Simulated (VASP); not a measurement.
A run of VASP 6.6.1:

The input INCAR:

```
SYSTEM = ZrN
PREC = Accurate
ENCUT = 600
EDIFF = 1E-6
ISMEAR = 0
SIGMA = 0.05
LREAL = .False.
LASPH = .True.
NELM = 120
ALGO = Normal
ISIF = 2
LWAVE = .False.
LCHARG = .False.
GGA = RP
NBANDS = 16
GGA_COMPAT = .False.
```

The input KPOINTS:

```
regular mesh
0
Gamma
  8 8 8
  0 0 0
```

File POSCAR:

```
ZrN
1.0
    0.0000000000      2.3268556918      2.3268556918
    2.3268556918      0.0000000000      2.3268556918
    2.3268556918      2.3268556918      0.0000000000
Zr N
1 1
Direct
    0.5000000000      0.5000000000      0.5000000000
    0.0000000000      0.0000000000      0.0000000000
```

Potentials or basis: VASP PAW PBE potentials, release 64 (Zr_sv, N).

The run is started by

```console
$ cat potpaw_PBE.64/Zr_sv/POTCAR potpaw_PBE.64/N/POTCAR > POTCAR
$ mpirun -np 1 vasp_std > vasp.out
```

Hardware: 1 thread of Intel(R) Xeon(R) 6975P-C (Granite Rapids), on a shared host.

Task: Estimate the wall time of this run.

Result: Run time: 7.7 s on 1 thread of Intel(R) Xeon(R) 6975P-C (Granite Rapids) (shared host), peak memory 0.16 GiB. Counts: scf iterations 14, k points 29.
